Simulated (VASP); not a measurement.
# Te2Pb (R-3m) in VASP: a series of runs, part 2 of 2

VASP 6.6.1.

## 6. Relaxation of shape and atoms at fixed volume, PBE (volume scaled by 1.040)

INCAR reads:

```
SYSTEM = Te2Pb
PREC = Accurate
ENCUT = 600
EDIFF = 1E-6
ISMEAR = 0
SIGMA = 0.05
LREAL = .False.
LASPH = .True.
NELM = 60
ALGO = Normal
ISIF = 4
LWAVE = .False.
LCHARG = .False.
GGA = PE
IBRION = 2
NSW = 60
EDIFFG = -0.01
```

KPOINTS reads:

```
Automatic mesh
0
Gamma
  10 10 10
  0 0 0
```

POSCAR reads:

```
Te2Pb
1.0
    2.2062842592      1.2737988110      6.2946708202
   -2.2062842592      1.2737988110      6.2946708202
    0.0000000000     -2.5475976220      6.2946708202
Pb Te
1 2
Direct
    0.0000000000      0.0000000000      0.0000000000
    0.2285457835      0.2285457835      0.2285457835
    0.7714542165      0.7714542165      0.7714542165
```

Potentials or basis: VASP PAW PBE potentials, release 64 (Pb_d, Te).

Started as:

```sh
$ cat potpaw_PBE.64/Pb_d/POTCAR potpaw_PBE.64/Te/POTCAR > POTCAR
$ mpirun -np 1 vasp_std > vasp.out
```

OUTCAR:

```text
SYSTEM = Te2Pb
   PREC = Accurate
   ENCUT = 600
   EDIFF = 1E-6
   ISMEAR = 0
   LREAL = .False.
   LASPH = .True.
   NELM = 60
   ISIF = 4
   GGA = PE
   IBRION = 2
   NSW = 60
   EDIFFG = -0.01

 ion  position               nearest neighbor table
   1  0.000  0.000  0.000-   3 3.23   3 3.23   2 3.23   2 3.23   3 3.23   2 3.23
   2  0.229  0.229  0.229-   1 3.23   1 3.23   1 3.23   3 3.46   3 3.46   3 3.46
   3  0.771  0.771  0.771-   1 3.23   1 3.23   1 3.23   2 3.46   2 3.46   2 3.46

  LATTYP: Found a trigonal (rhomboedric) cell.
 ALAT       =     6.7906652382
 COS(alpha) =     0.7888805305

  Lattice vectors:

 A1 = (   2.2062842592,   1.2737988110,   6.2946708202)
 A2 = (  -2.2062842592,   1.2737988110,   6.2946708202)
 A3 = (   0.0000000000,  -2.5475976220,   6.2946708202)

Analysis of symmetry for initial positions (statically):
=====================================================================
 Subroutine PRICEL returns:
 Original cell was already a primitive cell.

 Routine SETGRP: Setting up the symmetry group for a
 trigonal (rhombohedral) supercell.

 Subroutine GETGRP returns: Found 12 space group operations
 (whereof 12 operations were pure point group operations)
 out of a pool of 12 trial point group operations.

The static configuration has the point symmetry D_3d.
[... 5 lines left out ...]

 Routine SETGRP: Setting up the symmetry group for a
 trigonal (rhombohedral) supercell.

 Subroutine GETGRP returns: Found 12 space group operations
 (whereof 12 operations were pure point group operations)
 out of a pool of 12 trial point group operations.

The dynamic configuration has the point symmetry D_3d.

 Subroutine INISYM returns: Found 12 space group operations
 (whereof 12 operations are pure point group operations),
 and found     1 'primitive' translations

----------------------------------------------------------------------------------------
[... 117 lines left out ...]
  Fermi-wavevector in a.u.,A,eV,Ry     =   1.024323  1.935691 14.275755  1.049238
  Thomas-Fermi vector in A             =   2.158104
   LORBIT       =      0    0 simple, 1 ext, 2 COOP (PROOUT), +10 PAW based schemes
   GGA     = PE    functional components
   LHFCALC =     F    Hartree Fock is set to
   AEXX    =    0.0000 exact exchange contribution
   IVDW    =     0    specifies the selected vdW correction
   LEPSILON=     F    determine dielectric tensor
   LRPA    =     F    only Hartree local field effects (RPA)
 conjugate gradient relaxation of ions
 non-spin polarized calculation
 Gauss-broadening in eV      SIGMA  =   0.05
  energy-cutoff  :      600.00
  volume of cell :      106.14
 maximum number of plane-waves:      3562
   NGX = 27   NGY = 27   NGZ = 27

--------------------------------------- Ionic step        1  -------------------------------------------

 number of electron      25.9999999 magnetization

 Free energy of the ion-electron system (eV)
  ---------------------------------------------------
  ext. energy  EPLUGINS =         0.00000000
  ---------------------------------------------------
  free energy    TOTEN  =        -9.88364247 eV

  energy without entropy =       -9.87994937  energy(sigma->0) =       -9.88179592

------------------------ aborting loop because EDIFF is reached ----------------------------------------

  FORCE on cell =-STRESS in cart. coord.  units (eV):
  Direction    XX          YY          ZZ          XY          YZ          ZX
  --------------------------------------------------------------------------------------
  -------------------------------------------------------------------------------------
  Total       -0.8293124     -0.8293124     -1.0361392      0.0000000      0.0000000      0.0000000
  in kB      -12.5182079    -12.5182079    -15.6401936      0.0000000      0.0000000      0.0000000
  external PRESSURE =     -13.5588698 kB  Pullay stress =       0.0000000 kB
[... 209 lines left out ...]
--------------------------------------- Ionic step        7  -------------------------------------------

 number of electron      26.0000000 magnetization

 Free energy of the ion-electron system (eV)
  ---------------------------------------------------
  ext. energy  EPLUGINS =         0.00000000
  ---------------------------------------------------
  free energy    TOTEN  =        -9.88460113 eV

  energy without entropy =       -9.88124922  energy(sigma->0) =       -9.88292517

 E-fermi :   5.0716     XC(G=0):  -9.0479

 val. band max:        5.0708608492   @ k =   0.2000   0.2000   0.0000
 cond. band min:       5.0718934347   @ k =  -0.4000  -0.4000   0.1000
 fundamental gap:      0.0010325854
 Fermi energy:         5.0716097659

 k-point     1 :       0.0000    0.0000    0.0000
  band No.  band energies     occupation
      1     -11.5950      2.00000
      2     -11.5950      2.00000
      3     -11.5701      2.00000
      4     -11.5623      2.00000
      5     -11.5623      2.00000
      6      -7.0356      2.00000
[... 457 lines left out ...]
      4     -11.5573      2.00000
      5     -11.5515      2.00000
      6      -6.0534      2.00000
[... 9 lines left out ...]
     16       8.2454      0.00000
     17       9.1361      0.00000

 [... further k-points ...]
[... 5 lines left out ...]
  --------------------------------------------------------------------------------------
  -------------------------------------------------------------------------------------
  Total       -0.8358139     -0.8358139     -0.8194267      0.0000000     -0.0000000     -0.0000000
  in kB      -12.6163457    -12.6163457    -12.3689870      0.0000000     -0.0000000     -0.0000000
  external PRESSURE =     -12.5338928 kB  Pullay stress =       0.0000000 kB
[... 18 lines left out ...]
  FREE ENERGIE OF THE ION-ELECTRON SYSTEM (eV)
  ---------------------------------------------------
  free  energy   TOTEN  =        -9.8846011277 eV

  energy  without entropy=       -9.8812492184  energy(sigma->0) =       -9.88292517

 reached required accuracy - stopping structural energy minimisation
```

CONTCAR:

```text
Te2Pb
   1.00000000000000
     2.2145419543548801    1.2785663935153389    6.2478145745827840
    -2.2145419543548801    1.2785663935153389    6.2478145745827840
    -0.0000000000000000   -2.5571327870306773    6.2478145745827840
  Pb              Te
     1     2
Direct
     0.0000000000000000    0.0000000000000000    1.0000000000000000
     0.2288080510105290    0.2288080510105290    0.2288080510105290
     0.7711919489894711    0.7711919489894711    0.7711919489894711

  0.00000000E+00  0.00000000E+00  0.00000000E+00
  0.00000000E+00  0.00000000E+00  0.00000000E+00
  0.00000000E+00  0.00000000E+00  0.00000000E+00
```

Run time: 42 min. Hardware: 1 thread of Oxide Virtual Turin-like, shared host; peak memory 0.56 GiB.

What came out:

```
Free energy                  : -9.8846 eV
Energy gained by relaxing    : 0.3 meV/atom
Ionic steps                  : 7
Pressure after relaxing      : -1.3 GPa
Largest force after relaxing : 0.008 eV/Å
Band gap on the k mesh       : zero (band 13 reaches 5.46 eV, above the bottom of band 14 at 4.66 eV)
```

Forces on the atoms (eV/Å):
```
Pb   0.000  0.000  0.000
Te   0.000  0.000  0.008
Te   0.000  0.000 -0.008
```

The path:
```csv
step,energy change (eV),largest force (eV/Å),pressure (GPa),volume (Å³)
1,0.0000,0.0245,-1.36,106.14
2,-0.0005,0.0208,-1.33,106.14
3,-0.0008,0.0160,-1.29,106.14
4,-0.0007,0.0074,-1.21,106.14
5,-0.0009,0.0123,-1.25,106.14
6,-0.0009,0.0126,-1.26,106.14
7,-0.0010,0.0083,-1.25,106.14
```

Final structure:
```cif
data_structure
_symmetry_space_group_name_H-M 'P 1'
_symmetry_Int_Tables_number 1
_cell_length_a 6.7509
_cell_length_b 6.7509
_cell_length_c 6.7509
_cell_angle_alpha 38.300
_cell_angle_beta 38.300
_cell_angle_gamma 38.300
_cell_volume 106.14
loop_
_atom_site_label
_atom_site_type_symbol
_atom_site_fract_x
_atom_site_fract_y
_atom_site_fract_z
_atom_site_occupancy
Pb1 Pb 0.00000 0.00000 0.00000 1
Te1 Te 0.22881 0.22881 0.22881 1
Te2 Te 0.77119 0.77119 0.77119 1
```

Levels at points of the mesh, in eV from the Fermi level:
```
           k point  band 11  band 12  band 13  band 14  band 15  band 16
(0.00, 0.00, 0.00)    -1.04    -0.62    -0.35    -0.35     2.72     2.72
(0.50, 0.00, 0.00)    -2.45    -1.73    -1.44     0.39     2.21     4.33
(0.50, 0.50, 0.00)    -2.20    -1.30     0.15     0.20     2.29     2.76
(0.50, 0.50, 0.50)    -1.33    -0.01    -0.01     1.31     2.21     2.93
```

Caveat: the cell differs from its parent crystal (volume scaled by 1.040); spin-orbit coupling is left out, which moves the levels of the heavy elements.

## 7. The runs side by side

| task | cell | cutoff (eV) | gap on the mesh (eV) | pressure (GPa) | largest force (eV/Å) |
| --- | --- | --- | --- | --- | --- |
| single point | a = 6.696 Å, angles 36.8°, 3 atoms | 520 | none | 2.1 | - |
| relaxation of shape and atoms at fixed volume | relaxed from a = 6.655 Å, angles 37.5°, 3 atoms | 600 | none | 1.5 | - |
| relaxation of shape and atoms at fixed volume | relaxed from a = 6.679 Å, angles 37.7°, 3 atoms | 600 | none | 0.7 | - |
| relaxation of shape and atoms at fixed volume | relaxed from a = 6.768 Å, angles 37.7°, 3 atoms | 600 | none | -0.7 | 0.01 |
| relaxation of shape and atoms at fixed volume | relaxed from a = 6.791 Å, angles 37.9°, 3 atoms | 600 | none | -1.3 | 0.01 |

Alike in all rows: level PBE; potentials or basis VASP PAW PBE potentials, release 64 (Pb_d, Te); no spin polarisation; k mesh 10 × 10 × 10; smearing gaussian 0.05 eV.

Caveats: spin-orbit coupling is left out, which moves the levels of the heavy elements.

Absolute energies hang on the potentials; compare differences alone.
